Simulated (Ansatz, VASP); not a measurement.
# BaTe in VASP and in Ansatz

```
Ba Te
1.0
     0.00000    3.41000    3.41000
     3.41000    0.00000    3.41000
     3.41000    3.41000    0.00000
Ba Te
1 1
Direct
  0.00000 0.00000 0.00000
  0.51100 0.48900 0.51100
```

Change from the starting cell: all Te atoms moved +0.075 Å, as atom 2 along Cartesian [0 1 0].

Alike in both runs: task single point; functional r2SCAN; k mesh 8 × 8 × 8; occupations gaussian, width 0.05 eV; no spin polarisation.

|  | VASP | Ansatz |
| --- | --- | --- |
| version | VASP 6.6.1 | Ansatz 0.2.0 |
| potentials or method | VASP PAW PBE potentials, release 64 (Ba_sv, Te), cutoff 520 eV | scalar-relativistic, plane waves, PAW |
| valence electrons in the cell | 16 | 26 |

```tsv
	VASP	Ansatz	Ansatz less VASP
gap on the k mesh at the Fermi level (eV)	1.69	1.79	+0.094
least direct gap on the mesh (eV)	2.07	2.13	+0.058
pressure (GPa)	4.6	4.1	-0.46
traceless stress, the component that is largest in VASP (GPa)	0.18	0.17	-0.009
rms of the force components (eV/Å)	0.147	0.141	-0.0062
```

VASP's potentials were made for PBE, not for r2SCAN. Atom by atom the forces differ by 0.006 eV/Å (rms over components). The functional is the same, so the differences come from potentials, cutoffs and numerics. VASP's potentials hold 16 valence electrons a cell and Ansatz's 26, so a difference there can come from the potentials and not from the codes.

Neither program's run includes spin-orbit coupling.
